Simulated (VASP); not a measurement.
The system is AlAsPd3.

```
Al As Pd
1.0
     4.34551    0.00000    0.00000
     0.00000    4.34551    0.00000
     0.00000    0.00000    4.34551
Al As Pd
1 1 3
Direct
  0.00000 0.00000 0.00000
  0.50000 0.50000 0.50000
  0.50000 0.50000 0.00000
  0.00000 0.50000 0.50000
  0.50000 0.00000 0.50000
```

The cell was generated, and may not be a known phase.

```yaml
Program: VASP 6.6.1
Task: relaxation of cell and atoms
Functional: PBE
Potentials_or_basis: VASP PAW PBE potentials, release 64 (Al, As, Pd)
Cutoff: 600 eV
k_mesh: 4 × 4 × 4
Occupations: gaussian, width 0.1 eV
Spin: no spin polarisation
```

At the start: pressure 31.2 GPa; volume 16.41 Å³/atom.

**Question.** How do energy, volume and symmetry change on relaxing?

**Answer.** Over 4 steps the energy falls by 290.3 meV/atom and the volume is 20.09 Å³/atom (+22.4 %); space group Pm-3m (No. 221, to 0.1 Å) before and after.

The path:
| step | energy change (eV) | largest force (eV/Å) | pressure (GPa) | volume (Å³) |
| --- | --- | --- | --- | --- |
| 1 | 0.0000 | 0.0000 | 31.25 | 82.06 |
| 2 | -0.2366 | 0.0000 | -11.66 | 126.24 |
| 3 | -1.4503 | 0.0000 | -0.66 | 100.98 |
| 4 | -1.4517 | 0.0000 | -0.20 | 100.46 |

Final structure:
```
Al As Pd
1.0
     4.64872    0.00000    0.00000
     0.00000    4.64872    0.00000
     0.00000    0.00000    4.64872
Al As Pd
1 1 3
Cartesian
  0.0000 0.0000 0.0000
  2.3244 2.3244 2.3244
  2.3244 2.3244 0.0000
  0.0000 2.3244 2.3244
  2.3244 0.0000 2.3244
```

Caveat: the k points lie up to 0.34 Å⁻¹ apart in the final cell; the volume moved by over 15 % at a fixed basis, so the end points are rough.
